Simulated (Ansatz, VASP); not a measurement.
## Two plane-wave programs on Hg2O

File INCAR:

```
SYSTEM = Hg2O
PREC = Accurate
ENCUT = 600
EDIFF = 1E-6
ISMEAR = 0
SIGMA = 0.1
LREAL = .FALSE.
LASPH = .TRUE.
NELM = 80
ALGO = Normal
ISIF = 3
LWAVE = .FALSE.
LCHARG = .FALSE.
GGA = PE
IBRION = 2
NSW = 100
EDIFFG = -0.01
```

File KPOINTS:

```
Automatic mesh
0
G
  14 14 10
  0 0 0
```

Contents of POSCAR:

```
Hg2O
1.0
    3.4466450389      0.0000000000      0.0000000000
    0.0000000000      3.4466450389      0.0000000000
    0.0000000000      0.0000000000      4.8681227254
Hg O
2 1
Direct
    0.5000000000      0.0000000000      0.6863504622
    0.0000000000      0.5000000000      0.3136495378
    0.0000000000      0.0000000000      0.0000000000
```

Input for Ansatz:

```yaml
crystal:
  lattice:
    - [3.4466450389, 0.0, 0.0]
    - [0.0, 3.4466450389, 0.0]
    - [0.0, 0.0, 4.8681227254]
  atoms:
    - { symbol: Hg, position: [0.5, 0.0, 0.6863504622] }
    - { symbol: Hg, position: [0.0, 0.5, 0.3136495378] }
    - { symbol: O, position: [0.0, 0.0, 0.0] }
basis:
  ecutwfc: 420
kpoints:
  mp_grid: { grid: [14, 14, 10] }
hamiltonian:
  xc: pbe
scf:
  occupations: { method: gaussian, width: 0.1 }
output:
  forces: true
  stress: true
  eigenvalues: true
relax:
  adjacent_minimum: "off"
  f_tol: 0.01
  max_steps: 80
  cell: { stress_tol: 0.05 }
```

Change from the starting cell: ordered vacancies on the anion sites of zinc blende (P-4m2, No. 115).

Alike in both runs: task relaxation of cell and atoms; functional PBE; k mesh 14 × 14 × 10; occupations gaussian, width 0.1 eV; no spin polarisation.

|  | VASP | Ansatz |
| --- | --- | --- |
| version | VASP 6.6.1 | Ansatz 0.2.0 |
| potentials or method | VASP PAW PBE potentials, release 64 (Hg, O), cutoff 600 eV | scalar-relativistic, plane waves, PAW |
| valence electrons in the cell | 30 | 46 |

Ansatz gave:

| Property | Result |
| --- | --- |
| gap on the k mesh at the Fermi level, each at its own relaxed structure (eV) | none |
| relaxed volume (Å³/atom) | 19.34 |
| relaxed cell length with the largest relative difference (Å) | 3.470 |

Question: Which values does VASP return?

Answer: gap on the k mesh at the Fermi level, each at its own relaxed structure (eV): none; relaxed volume (Å³/atom): 19.56; relaxed cell length with the largest relative difference (Å): 3.487.

A gap of «none» marks a metal or a gap that the smearing closes. VASP's potentials hold 30 valence electrons a cell and Ansatz's 46, so a difference there can come from the potentials and not from the codes.

Neither program's run includes spin-orbit coupling.
